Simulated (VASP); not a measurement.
# NaI (Fm-3m) in VASP: notebook

Runs on NaI. Level: r2SCAN. Tasks: single point.

Program: VASP 6.6.1. These are calculated values, not measurements. Logs are shortened: lines on timing, memory, paths and dates and some standing lists are left out, and cuts for length are marked.

### 1 The cell of the first run

The structure is cubic, space group Fm-3m (No. 225). Conventional cell: a = 6.335 Å, b = 6.335 Å, c = 6.335 Å, α = 90.00°, β = 90.00°, γ = 90.00°. Within 4.2 Å of Na (site symmetry m-3m) lie 6 I at 3.17 Å. I (site symmetry m-3m) has 6 Na at 3.17 Å within 4.2 Å.

### 2 Single point, r2SCAN

POSCAR reads:

```
NaI
1.0
    0.0000000000      3.1674369100      3.1674369100
    3.1674369100      0.0000000000      3.1674369100
    3.1674369100      3.1674369100      0.0000000000
Na I
1 1
Direct
    0.0000000000      0.0000000000      0.0000000000
    0.5000000000      0.5000000000      0.5000000000
```

INCAR.step1 reads:

```
SYSTEM = NaI
PREC     = Accurate       ! precision mode
ENCUT    = 520            ! plane-wave cutoff, eV
ISMEAR   = -1             ! smearing method
SIGMA    = 0.02           ! smearing width, eV
LREAL    = .False.        ! projectors in reciprocal space
LASPH    = .True.         ! aspherical terms in the spheres
NELM     = 80             ! most SCF steps
NBANDS   = 14             ! bands
GGA      = PE             ! functional
ALGO     = Normal         ! electronic algorithm
EDIFF    = 1E-4           ! SCF threshold, eV
LWAVE    = .True.         ! write WAVECAR
LCHARG   = .False.        ! write CHGCAR
```

INCAR.step2 reads:

```
SYSTEM = NaI
PREC     = Accurate       ! precision mode
ENCUT    = 520            ! plane-wave cutoff, eV
EDIFF    = 1E-7           ! SCF threshold, eV
ISMEAR   = -1             ! smearing method
SIGMA    = 0.02           ! smearing width, eV
LREAL    = .False.        ! projectors in reciprocal space
LASPH    = .True.         ! aspherical terms in the spheres
NELM     = 80             ! most SCF steps
ALGO     = Normal         ! electronic algorithm
ISIF     = 2              ! what is computed and relaxed
LWAVE    = .False.        ! write WAVECAR
LCHARG   = .True.         ! write CHGCAR
METAGGA  = R2SCAN         ! meta-GGA
LMIXTAU  = .True.       
LELF     = .True.         ! ELF
LVHAR    = .True.       
NBANDS   = 14             ! bands
ISTART   = 1
```

KPOINTS reads:

```
Automatic mesh
0
Gamma
  8 8 8
  0 0 0
```

Potentials or basis: VASP PAW PBE potentials, release 64 (Na_pv, I).

Run with:

```console
cat potpaw_PBE.64/Na_pv/POTCAR potpaw_PBE.64/I/POTCAR > POTCAR
cp INCAR.step1 INCAR
mpirun -np 1 vasp_std > vasp.out
cp INCAR.step2 INCAR
mpirun -np 1 vasp_std > vasp.out
```

OUTCAR:

```text
SYSTEM = NaI
   PREC = Accurate
   ENCUT = 520
   EDIFF = 1E-7
   ISMEAR = -1
   LREAL = .False.
   LASPH = .True.
   NELM = 80
   ISIF = 2
   METAGGA = R2SCAN
   ISTART = 1

 ion  position               nearest neighbor table
   1  0.000  0.000  0.000-   2 3.17   2 3.17   2 3.17   2 3.17   2 3.17   2 3.17
   2  0.500  0.500  0.500-   1 3.17   1 3.17   1 3.17   1 3.17   1 3.17   1 3.17

  LATTYP: Found a face centered cubic cell.
 ALAT       =     6.3348738200

  Lattice vectors:

 A1 = (   0.0000000000,   3.1674369100,   3.1674369100)
 A2 = (   3.1674369100,   0.0000000000,   3.1674369100)
 A3 = (   3.1674369100,   3.1674369100,   0.0000000000)

Analysis of symmetry for initial positions (statically):
=====================================================================
 Subroutine PRICEL returns:
 Original cell was already a primitive cell.

 Routine SETGRP: Setting up the symmetry group for a
 face centered cubic supercell.

 Subroutine GETGRP returns: Found 48 space group operations
 (whereof 48 operations were pure point group operations)
 out of a pool of 48 trial point group operations.

The static configuration has the point symmetry O_h .

Analysis of symmetry for dynamics (positions and initial velocities):
=====================================================================
 Subroutine PRICEL returns:
 Original cell was already a primitive cell.

 Routine SETGRP: Setting up the symmetry group for a
 face centered cubic supercell.

 Subroutine GETGRP returns: Found 48 space group operations
 (whereof 48 operations were pure point group operations)
 out of a pool of 48 trial point group operations.

The dynamic configuration has the point symmetry O_h .

 Subroutine INISYM returns: Found 48 space group operations
 (whereof 48 operations are pure point group operations),
 and found     1 'primitive' translations

----------------------------------------------------------------------------------------

                                     Primitive cell

  volume of cell :      63.5556

  direct lattice vectors                    reciprocal lattice vectors
     0.000000000  3.167436910  3.167436910    -0.157856341  0.157856341  0.157856341
     3.167436910  0.000000000  3.167436910     0.157856341 -0.157856341  0.157856341
     3.167436910  3.167436910  0.000000000     0.157856341  0.157856341 -0.157856341

  length of vectors
     4.479432236  4.479432236  4.479432236     0.273415202  0.273415202  0.273415202

  position of ions in fractional coordinates (direct lattice)
     0.000000000  0.000000000  0.000000000
     0.500000000  0.500000000  0.500000000

  ion indices of the primitive-cell ions
   primitive index   ion index
                 1           1
                 2           2

----------------------------------------------------------------------------------------

 KPOINTS: Automatic mesh

Automatic generation of k-mesh.
 Grid dimensions read from file:
 generate k-points for:    8    8    8

 Generating k-lattice:

  Cartesian coordinates                     Fractional coordinates (reciprocal lattice)
    -0.019732043  0.019732043  0.019732043     0.125000000  0.000000000  0.000000000
     0.019732043 -0.019732043  0.019732043     0.000000000  0.125000000  0.000000000
     0.019732043  0.019732043 -0.019732043     0.000000000  0.000000000  0.125000000

  Length of vectors
     0.034176900  0.034176900  0.034176900

  Shift w.r.t. Gamma in fractional coordinates (k-lattice)
     0.000000000  0.000000000  0.000000000

 Subroutine IBZKPT returns following result:
 ===========================================

 Found     29 irreducible k-points:

 Following reciprocal coordinates:
            Coordinates               Weight
  0.000000  0.000000  0.000000      1.000000
  0.125000  0.000000  0.000000      8.000000
  0.250000  0.000000  0.000000      8.000000
  0.375000  0.000000  0.000000      8.000000
  0.500000  0.000000  0.000000      4.000000
  0.125000  0.125000  0.000000      6.000000
[... 16 lines left out ...]
  0.500000  0.250000  0.125000     48.000000
 -0.375000  0.250000  0.125000     24.000000
 [... further k-points ...]
   k-points           NKPTS =     29   k-points in BZ     NKDIM =     29   number of bands    NBANDS=     14
   number of dos      NEDOS =    301   number of ions     NIONS =      2
   total plane-waves  NPLWV =  46656
   dimension x,y,z NGX =    36 NGY =   36 NGZ =   36
   dimension x,y,z NGXF=    72 NGYF=   72 NGZF=   72
   ions per type =               1   1
   NGX,Y,Z   is equivalent  to a cutoff of  13.36, 13.36, 13.36 a.u.
   NGXF,Y,Z  is equivalent  to a cutoff of  26.72, 26.72, 26.72 a.u.
 SYSTEM =  NaI
   PREC   = accura    normal or accurate (medium, high low for compatibility)
   ISTART =      1    job   : 0-new  1-cont  2-samecut
   ICHARG =      0    charge: 1-file 2-atom 10-const
   ISPIN  =      1    spin polarized calculation?
   LNONCOLLINEAR =      F non collinear calculations
   LSORBIT =      F    spin-orbit coupling
   LASPH  =      T    aspherical Exc in radial PAW
   ENCUT  =  520.0 eV  38.22 Ry    6.18 a.u.   8.33  8.33  8.33*2*pi/ulx,y,z
   NELM   =     80;   NELMIN=  2; NELMDL=  0     # of ELM steps
   EDIFF  = 0.1E-06   stopping-criterion for ELM
   LREAL  =      F    real-space projection
   EDIFFG = 0.1E-05   stopping-criterion for IOM
   NSW    =      0    number of steps for IOM
   IBRION =     -1    ionic relax: 0-MD 1-quasi-New 2-CG
   NFREE  =      0    steps in history (QN), initial steepest desc. (CG)
   ISIF   =      2    stress and relaxation
   ISYM   =      2    0-nonsym 1-usesym 2-fastsym
   POTIM  = 0.5000    time-step for ionic-motion
   TEBEG  =    0.0;   TEEND  =   0.0 temperature during run
   PSTRESS=    0.0 pullay stress
   NELECT =      14.0000    total number of electrons
   NUPDOWN=      -1.0000    fix difference up-down
   EMIN   =  10.00;   EMAX   =-10.00  energy-range for DOS
   EFERMI =   0.00;   METHOD = LEGACY
   ISMEAR =    -1;   SIGMA  =   0.02  broadening in eV -4-tet -1-fermi 0-gaus
   EFERMI_NEDOS =   21; number of points for ismear=-14 and -15
   IALGO  =     38    algorithm
   IMIX   =      4    mixing-type and parameters
     AMIX     =   0.40;   BMIX     =  1.00
     AMIX_MAG =   1.60;   BMIX_MAG =  1.00
  volume/ion in A,a.u.               =      31.78       214.45
  Fermi-wavevector in a.u.,A,eV,Ry     =   0.988704  1.868379 13.300174  0.977535
  Thomas-Fermi vector in A             =   2.120250
   LORBIT       =      0    0 simple, 1 ext, 2 COOP (PROOUT), +10 PAW based schemes
   METAGGA = R2SCAN    functional components
   LHFCALC =     F    Hartree Fock is set to
   AEXX    =    0.0000 exact exchange contribution
   IVDW    =     0    specifies the selected vdW correction
   LEPSILON=     F    determine dielectric tensor
   LRPA    =     F    only Hartree local field effects (RPA)
 non-spin polarized calculation
  energy-cutoff  :      520.00
  volume of cell :       63.56
 maximum number of plane-waves:      1727
 NGX is ok and might be reduce to    36
   NGX = 17   NGY = 17   NGZ = 17

 number of electron      14.0000006 magnetization

 Free energy of the ion-electron system (eV)
  ---------------------------------------------------
  ext. energy  EPLUGINS =         0.00000000
  ---------------------------------------------------
  free energy    TOTEN  =       -31.07510715 eV

  energy without entropy =      -31.07510715  energy(sigma->0) =      -31.07510715

 E-fermi :   1.3480     XC(G=0):  -8.3489

 val. band max:        0.9504302409   @ k =   0.0000   0.0000   0.0000
 cond. band min:       5.5983266662   @ k =   0.0000   0.0000   0.0000
 fundamental gap:      4.6478964253
 Fermi energy:         1.3479560897

 k-point     1 :       0.0000    0.0000    0.0000
  band No.  band energies     occupation
      1     -22.2437      2.00000
      2     -22.2434      2.00000
      3     -22.2434      2.00000
      4     -10.5781      2.00000
      5       0.9504      2.00000
      6       0.9504      2.00000
      7       0.9504      2.00000
      8       5.5983      0.00000
      9       9.4175      0.00000
     10       9.4176      0.00000
     11       9.4176      0.00000
     12      11.3772      0.00000
     13      11.3772      0.00000
     14      12.1302      0.00000

 k-point     2 :       0.1250    0.0000    0.0000
  band No.  band energies     occupation
      1     -22.2445      2.00000
      2     -22.2437      2.00000
      3     -22.2434      2.00000
      4     -10.5237      2.00000
      5       0.4599      2.00000
      6       0.8962      2.00000
      7       0.8962      2.00000
      8       6.1243      0.00000
      9       9.0736      0.00000
     10       9.5985      0.00000
     11       9.5985      0.00000
     12      11.0093      0.00000
     13      11.0093      0.00000
     14      12.8829      0.00000

 k-point     3 :       0.2500    0.0000    0.0000
  band No.  band energies     occupation
      1     -22.2470      2.00000
      2     -22.2438      2.00000
      3     -22.2435      2.00000
      4     -10.3861      2.00000
      5      -0.4611      2.00000
      6       0.7716      2.00000
      7       0.7716      2.00000
      8       6.7597      0.00000
      9       9.2755      0.00000
     10       9.5700      0.00000
     11       9.5701      0.00000
     12      11.2360      0.00000
     13      11.2360      0.00000
     14      12.5100      0.00000

 k-point     4 :       0.3750    0.0000    0.0000
  band No.  band energies     occupation
      1     -22.2495      2.00000
      2     -22.2439      2.00000
      3     -22.2437      2.00000
      4     -10.2389      2.00000
      5      -1.2014      2.00000
      6       0.6550      2.00000
      7       0.6550      2.00000
      8       6.7405      0.00000
      9       9.2179      0.00000
     10       9.2181      0.00000
     11      10.5593      0.00000
     12      12.0572      0.00000
     13      12.5464      0.00000
     14      12.5464      0.00000

 k-point     5 :       0.5000    0.0000    0.0000
  band No.  band energies     occupation
      1     -22.2506      2.00000
      2     -22.2440      2.00000
      3     -22.2437      2.00000
      4     -10.1747      2.00000
      5      -1.4782      2.00000
      6       0.6088      2.00000
      7       0.6088      2.00000
      8       6.6673      0.00000
      9       9.0716      0.00000
     10       9.0718      0.00000
     11      11.2351      0.00000
[... 276 lines left out ...]
 k-point    22 :       0.3750    0.2500    0.1250
  band No.  band energies     occupation
      1     -22.2475      2.00000
      2     -22.2449      2.00000
      3     -22.2438      2.00000
      4     -10.2870      2.00000
      5      -0.6324      2.00000
      6       0.2754      2.00000
      7       0.6062      2.00000
      8       7.6559      0.00000
      9       8.1799      0.00000
     10       8.8481      0.00000
     11      10.5568      0.00000
     12      10.9027      0.00000
     13      13.0626      0.00000
     14      14.7201      0.00000

 k-point    23 :       0.5000    0.2500    0.1250
  band No.  band energies     occupation
      1     -22.2487      2.00000
      2     -22.2455      2.00000
      3     -22.2441      2.00000
      4     -10.1707      2.00000
      5      -1.0198      2.00000
      6      -0.0069      2.00000
      7       0.4583      2.00000
      8       7.7615      0.00000
      9       8.2992      0.00000
     10       9.1038      0.00000
     11      10.3047      0.00000
     12      12.0992      0.00000
     13      14.0850      0.00000
     14      14.4425      0.00000

 k-point    24 :      -0.3750    0.2500    0.1250
  band No.  band energies     occupation
      1     -22.2492      2.00000
      2     -22.2456      2.00000
      3     -22.2444      2.00000
      4     -10.1206      2.00000
      5      -1.1823      2.00000
      6      -0.0955      2.00000
      7       0.3829      2.00000
      8       7.7765      0.00000
      9       8.0435      0.00000
     10      10.0240      0.00000
     11      10.1661      0.00000
     12      12.3724      0.00000
     13      13.6677      0.00000
     14      14.7161      0.00000

 [... further k-points ...]
[... 5 lines left out ...]
  --------------------------------------------------------------------------------------
  -------------------------------------------------------------------------------------
  Total        0.4240314      0.4240314      0.4240314      0.0000000      0.0000000     -0.0000000
  in kB       10.6894346     10.6894346     10.6894346      0.0000000      0.0000000     -0.0000000
  external PRESSURE =      10.6894346 kB  Pullay stress =       0.0000000 kB

 VOLUME and BASIS-vectors are now :
 -----------------------------------------------------------------------------
  energy-cutoff  :      520.00
  volume of cell :       63.56
      direct lattice vectors                 reciprocal lattice vectors
     0.000000000  3.167436910  3.167436910    -0.157856341  0.157856341  0.157856341
     3.167436910  0.000000000  3.167436910     0.157856341 -0.157856341  0.157856341
     3.167436910  3.167436910  0.000000000     0.157856341  0.157856341 -0.157856341

 POSITION                                       TOTAL-FORCE (eV/Angst)
 -----------------------------------------------------------------------------------
      0.00000      0.00000      0.00000         0.000000      0.000000      0.000000
      3.16744      3.16744      3.16744        -0.000000     -0.000000     -0.000000
 -----------------------------------------------------------------------------------
    total drift:                                0.000000      0.000000      0.000000

  FREE ENERGIE OF THE ION-ELECTRON SYSTEM (eV)
  ---------------------------------------------------
  free  energy   TOTEN  =       -31.0751071527 eV

  energy  without entropy=      -31.0751071527  energy(sigma->0) =      -31.07510715
```

Wall time 4 min (1 thread of Intel Xeon 8259CL, shared host); peak memory 0.22 GiB.

Results:

- Free energy: -31.0751 eV
- Pressure: 1.1 GPa
- Band gap on the k mesh: 4.65 eV

Caveat: the PAW data sets were made with another functional, which shifts forces and pressure a little; spin-orbit coupling is left out, which moves the levels of the heavy elements.

(Continued in part 2 of 2.)
